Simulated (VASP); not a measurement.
Write the native input for VASP 6.6.1 that does the following.

| Item | Value |
| --- | --- |
| Task | single point |
| Functional | PBE |
| Potentials or basis | VASP PAW PBE potentials, release 64 (Be, Cd, Te) |
| Cutoff | 600 eV |
| k mesh | 12 × 12 × 4 |
| Occupations | gaussian, width 0.1 eV |
| Spin | no spin polarisation |
| Dipole correction | no |
| Further INCAR settings | ALGO = Normal; EDIFF = 1e-06; NBANDS = 31 |

The structure of BeCd2Te3 lies in POSCAR:

```
BeCd2Te3
1.0
    4.1048136522      0.0000000000      0.0000000000
   -2.0524068261      3.5548729006      0.0000000000
    0.0000000000      0.0000000000     10.4573096884
Be Cd Te
1 2 3
Direct
    0.0000000000      0.0000000000      0.5000000000
    0.3333333333      0.6666666667      0.8223075984
    0.6666666667      0.3333333333      0.1776924016
    0.3333333333      0.6666666667      0.3638923297
    0.6666666667      0.3333333333      0.6361076703
    0.0000000000      0.0000000000      0.0000000000
```

The cell was generated, and may not be a known phase.

One way to write it, as run:

INCAR

```
  PREC = Accurate
  ENCUT = 600
  EDIFF = 1E-6
  ISMEAR = 0
  SIGMA = 0.1
  LREAL = F
  LASPH = T
  NELM = 120
  ALGO = Normal
  ISIF = 2
  LWAVE = F
  LCHARG = T
  GGA = PE
  LELF = T
  LVHAR = T
  NBANDS = 31
  GGA_COMPAT = F
```

KPOINTS

```
Automatic mesh
0
Gamma
  12 12 4
```

Potentials or basis: VASP PAW PBE potentials, release 64 (Be, Cd, Te).

Launch:

```bash
$ cat potpaw_PBE.64/Be/POTCAR potpaw_PBE.64/Cd/POTCAR potpaw_PBE.64/Te/POTCAR > POTCAR
$ mpirun -np 1 vasp_std > vasp.out
```

It gave:

```json
{"Pressure": "0.1 GPa", "Largest force": "0.016 eV/Å", "Band gap on the k mesh": "zero (bands 22 and 23 overlap by 0.75 eV)"}
```

Caveat: semilocal functionals underestimate gaps, and a narrow one can read as zero; spin-orbit coupling is left out, which moves the levels of the heavy elements.

It took 7.5 min on 1 thread of Oxide Virtual Turin-like Processor (shared host), peak memory 0.52 GiB.
